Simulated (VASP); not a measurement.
Input of a VASP 6.6.1 run:

The input INCAR:

```
SYSTEM = Tc
PREC = Accurate
ENCUT = 520
EDIFF = 1E-6
ISMEAR = -1
SIGMA = 0.05
LREAL = .FALSE.
LASPH = .TRUE.
NELM = 60
ALGO = Normal
ISIF = 2
LWAVE = .FALSE.
LCHARG = .TRUE.
GGA = PS
LELF = .TRUE.
LVHAR = .TRUE.
NBANDS = 34
```

The input KPOINTS:

```
regular mesh
0
G
  9 9 3
  0 0 0
```

File POSCAR:

```
Tc
1.0
    2.7393552909      0.0000000000      0.0000000000
   -1.3696776454      2.3723512719      0.0000000000
    0.0000000000      0.0000000000      8.4188970624
Tc
4
Direct
    0.6666666667      0.3333333333      0.7500000000
    0.0000000000      0.0000000000      0.5000000000
    0.3333333333      0.6666666667      0.2500000000
    0.0000000000      0.0000000000      0.0000000000
```

Potentials or basis: VASP PAW PBE potentials, release 64 (Tc_pv).

The run is started by

```sh
$ cat potpaw_PBE.64/Tc_pv/POTCAR > POTCAR
$ mpirun -np 1 vasp_std > vasp.out
```

(1) Estimate the band gap on the k mesh.

(2) Predict the pressure.

## Answers

(1) zero (bands 26 and 27 overlap by 2.80 eV).

(2) 8.1 GPa.

Caveat: the stress differs along the axes, from 3 to 18 GPa; the PAW data sets were made with another functional, which shifts forces and pressure a little.
